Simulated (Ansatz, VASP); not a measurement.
**Pb: VASP beside Ansatz**

```
Pb
1.0
     0.00000    2.47502    2.47502
     2.47502    0.00000    2.47502
     2.47502    2.47502    0.00000
Pb
1
Direct
  0.00000 0.00000 0.00000
```

Alike in both runs: task single point; functional B3LYP5; k mesh 5 × 5 × 5; occupations fermi-dirac, width 0.05 eV; no spin polarisation.

|  | VASP | Ansatz |
| --- | --- | --- |
| version | VASP 6.6.1 | Ansatz 0.2.0 |
| potentials or method | VASP PAW PBE potentials, release 64 (Pb_d) | Ansatz PAW |
| plane-wave cutoff (eV) | 520 | 420 |
| valence electrons in the cell | 14 | 14 |

```tsv
	VASP	Ansatz	Ansatz less VASP
gap on the k mesh at the Fermi level (eV)	none	none	-
pressure (GPa)	3.8	3.8	-0.03
```

VASP's potentials were made for PBE, not for B3LYP5. A gap of «none» marks a metal or a gap that the smearing closes. With one functional, cell and mesh, what is left measures potentials, basis and numerics.

The k mesh is coarse, so the values compare programs but aren't converged. Spin-orbit coupling is off throughout.
